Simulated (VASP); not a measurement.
Set up this calculation in VASP 6.6.1, as the native input.

* Task: single point
* Functional: PBEsol
* Potentials or basis: VASP PAW PBE potentials, release 64 (Pb_d, Te)
* Cutoff: 520 eV
* k mesh: 5 × 5 × 5
* Occupations: fermi-dirac, width 0.05 eV
* Spin: non-collinear spin, zero start, spin-orbit coupling
* Starting moments: [[0.0, 0.0, 0.0], [0.0, 0.0, 0.0]] μB
* Dipole correction: no
* Further INCAR settings: ALGO = Normal; EDIFF = 1e-07; NBANDS = 32

The structure of TePb lies in POSCAR:

```
TePb
1.0
    4.0022870000      0.0000000000      0.0000000000
    0.0000000000      4.0022870000      0.0000000000
    0.0000000000      0.0000000000      4.0022870000
Pb Te
1 1
Direct
    0.0000000000      0.0000000000      0.0000000000
    0.5000000000      0.5000000000      0.5000000000
```

The input as run:

INCAR

```
  PREC = Accurate
  ENCUT = 520
  EDIFF = 1E-7
  ISMEAR = -1
  SIGMA = 0.05
  LREAL = False
  LASPH = True
  NELM = 150
  ALGO = Normal
  ISIF = 2
  LWAVE = False
  LCHARG = False
  LNONCOLLINEAR = True
  MAGMOM = 0 0 0 0 0 0
  LORBIT = 11
  LSORBIT = True
  GGA_COMPAT = False
  LORBMOM = True
  GGA = PS
  NBANDS = 32
```

KPOINTS

```
Automatic mesh
0
Gamma
  5 5 5
```

Potentials or basis: VASP PAW PBE potentials, release 64 (Pb_d, Te).

Command:

```sh
$ cat potpaw_PBE.64/Pb_d/POTCAR potpaw_PBE.64/Te/POTCAR > POTCAR
$ mpirun -np 1 vasp_ncl > vasp.out
```

Results of the run:

```json
{
 "Pressure": "-2.6 GPa",
 "Net moment": "0.00 μB per cell",
 "Valence electrons inside the program's atomic spheres": "Pb 11.83; Te 3.33"
}
```

Caveat: the PAW data sets were made with another functional, which shifts forces and pressure a little.

Run time: 29 s on 1 thread of Intel(R) Xeon(R) 6975P-C (Granite Rapids) (shared host), peak memory 0.28 GiB.
